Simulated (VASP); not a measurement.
# H3C2 (C2/m) in VASP: further runs, part 3 of 3

VASP 6.6.1. Earlier steps stand in the parts before.

### Step 5. Single point, PBE+D3(BJ) (9.04 Å³/atom)

This run uses another cell than the first one, of 9.04 Å³/atom.

INCAR

```
ALGO = Normal
EDIFF = 1E-6
ENCUT = 520
GGA = PE
ISIF = 2
ISMEAR = 0
IVDW = 12
LASPH = T
LCHARG = F
LREAL = F
LWAVE = F
NBANDS = 22
NELM = 60
PREC = Accurate
SIGMA = 0.02
```

KPOINTS

```
k-points
0
Gamma
  6 6 6
```

POSCAR

```
H3C2
1.0
    3.4138845153     -3.1815439949      0.0910932394
    3.4138845153      3.1815439949      0.0910932394
   -0.6434342867      0.0000000000      4.1441206149
H C
6 4
Direct
    0.2573102592      0.2573102592      0.5309440811
    0.7426897408      0.7426897408      0.4690559189
    0.2190907902      0.4985263331      0.2234051685
    0.5014736669      0.7809092098      0.7765948315
    0.7809092098      0.5014736669      0.7765948315
    0.4985263331      0.2190907902      0.2234051685
    0.0803013735      0.0803013735      0.0810680526
    0.9196986265      0.9196986265      0.9189319474
    0.2729910471      0.2729910471      0.2735308978
    0.7270089529      0.7270089529      0.7264691022
```

Command:

```bash
> cat potpaw_PBE.64/H/POTCAR potpaw_PBE.64/C/POTCAR > POTCAR
> mpirun -np 1 vasp_std > vasp.out
```

It took 2.5 min on 1 thread of Oxide Virtual Turin-like, shared host; peak memory 0.22 GiB.

The run converged. Its results:

```yaml
Free_energy: -57.2979 eV
Pressure: 0.2 GPa
Largest_force: 0.064 eV/Å
Band_gap_on_the_k_mesh: 4.70 eV (least direct gap 4.95 eV)
Dispersion_energy_per_atom: -0.061 eV
```

Forces on the atoms (eV/Å):
```
H   -0.004  0.000  0.021
H    0.004  0.000 -0.021
H    0.013  0.016 -0.003
H   -0.013  0.016  0.003
H   -0.013 -0.016  0.003
H    0.013 -0.016 -0.003
C    0.050  0.000  0.040
C   -0.050  0.000 -0.040
C   -0.012  0.000 -0.010
C    0.012  0.000  0.010
```

Stress tensor (GPa, compression positive):
```
0.25 0.00 0.06
0.00 0.18 0.00
0.06 0.00 0.20
```

Levels at points of the mesh, in eV from the valence-band top:
```tsv
k point	band 9	band 10	band 11	band 12	band 13	band 14
(0.00, 0.00, 0.00)	-4.32	-1.60	-1.31	4.70	5.55	6.28
(0.50, 0.00, 0.00)	-4.45	-1.25	-0.39	4.83	5.46	6.61
(0.50, 0.50, 0.00)	-4.04	-0.83	-0.08	4.87	6.04	7.17
(0.00, 0.00, 0.50)	-4.53	-1.36	-0.60	5.18	5.88	7.10
(0.50, 0.00, 0.50)	-4.22	-1.18	-0.20	5.43	6.51	7.35
(0.50, 0.50, 0.50)	-4.69	-0.17	0.00	6.13	6.30	7.95
```

A k mesh can miss the band edges.

### Step 6. Single point, PBE+D3(BJ) (9.60 Å³/atom)

This run uses another cell than the first one, of 9.60 Å³/atom.

INCAR

```
SYSTEM = H3C2
  PREC = Accurate
  ENCUT = 520
  EDIFF = 1E-7
  ISMEAR = 0
  SIGMA = 0.02
  LREAL = .False.
  LASPH = .True.
  NELM = 80
  ALGO = Normal
  ISIF = 2
  LWAVE = .False.
  LCHARG = .True.
  GGA = PE
  IVDW = 12
  LELF = .True.
  LVHAR = .True.
  NBANDS = 22
```

KPOINTS

```
Automatic mesh
0
Gamma
  6 6 6
  0 0 0
```

POSCAR

```
H3C2
1.0
    3.4360504363     -3.2475736663      0.0992839706
    3.4360504363      3.2475736663      0.0992839706
   -0.6410116650      0.0000000000      4.2824007923
H C
6 4
Direct
    0.2495774870      0.2495774870      0.5184855776
    0.7504225130      0.7504225130      0.4815144224
    0.2175371199      0.4913136057      0.2233061923
    0.5086863943      0.7824628801      0.7766938077
    0.7824628801      0.5086863943      0.7766938077
    0.4913136057      0.2175371199      0.2233061923
    0.0789543545      0.0789543545      0.0797645548
    0.9210456455      0.9210456455      0.9202354452
    0.2683372951      0.2683372951      0.2699615816
    0.7316627049      0.7316627049      0.7300384184
```

Potentials or basis: VASP PAW PBE potentials, release 64 (H, C).

Command:

```bash
> cat potpaw_PBE.64/H/POTCAR potpaw_PBE.64/C/POTCAR > POTCAR
> mpirun -np 1 vasp_std > vasp.out
```

It took 2.7 min on 1 thread of Oxide Virtual Turin-like, shared host; peak memory 0.23 GiB.

It converged, with:

```
Free energy                : -57.2998 eV
Pressure                   : -0.2 GPa
Largest force              : 0.065 eV/Å
Band gap on the k mesh     : 4.64 eV (least direct gap 5.09 eV)
Dispersion energy per atom : -0.057 eV
```

Forces on the atoms (eV/Å):
```
H   -0.005  0.000  0.020
H    0.005  0.000 -0.020
H    0.013  0.017 -0.003
H   -0.013  0.017  0.003
H   -0.013 -0.017  0.003
H    0.013 -0.017 -0.003
C    0.053  0.000  0.038
C   -0.053  0.000 -0.038
C   -0.011  0.000 -0.007
C    0.011  0.000  0.007
```

Stress tensor (GPa, compression positive):
```
-0.22  0.00  0.07
 0.00 -0.23  0.00
 0.07  0.00 -0.16
```

Levels at points of the mesh, in eV from the valence-band top:
```
           k point  band 8  band 9  band 10  band 11  band 12  band 13  band 14  band 15
(0.00, 0.00, 0.00)   -4.42   -4.32    -1.40    -1.20     4.64     5.70     6.30     8.29
(0.50, 0.00, 0.00)   -4.50   -4.42    -1.14    -0.35     5.01     5.52     6.50     7.10
(0.50, 0.50, 0.00)   -4.38   -4.06    -0.77    -0.07     5.01     6.15     7.18     7.24
(0.00, 0.00, 0.50)   -4.60   -4.50    -1.20    -0.49     5.29     5.86     6.90     7.60
(0.50, 0.00, 0.50)   -4.58   -4.19    -1.01    -0.15     5.50     6.55     7.33     8.01
(0.50, 0.50, 0.50)   -4.77   -4.61    -0.11     0.00     6.20     6.39     7.77     8.11
```

### Step 7. Summary

```csv
cell,gap on the mesh (eV),pressure (GPa),largest force (eV/Å)
"a = 4.623, b = 4.623, c = 3.916 Å, angles 96.9, 96.9, 83.2°, 10 atoms, atomic positions A",4.60,1.2,0.07
"a = 4.631, b = 4.631, c = 4.015 Å, angles 96.1, 96.1, 84.4°, 10 atoms, atomic positions B",4.63,0.8,0.07
"a = 4.642, b = 4.642, c = 4.114 Å, angles 95.6, 95.6, 85.4°, 10 atoms, atomic positions C",4.70,0.5,0.06
"a = 4.667, b = 4.667, c = 4.194 Å, angles 95.3, 95.3, 85.9°, 10 atoms, atomic positions D",4.70,0.2,0.06
"a = 4.729, b = 4.729, c = 4.330 Å, angles 95.0, 95.0, 86.7°, 10 atoms, atomic positions E",4.64,-0.2,0.06
```

Alike in all rows: task single point; level PBE+D3(BJ); potentials or basis VASP PAW PBE potentials, release 64 (H, C); no spin polarisation; k mesh 6 × 6 × 6; cutoff (eV) 520; smearing gaussian 0.02 eV.

Total energies depend on the potentials used, so only differences within one code and one set of settings carry meaning.
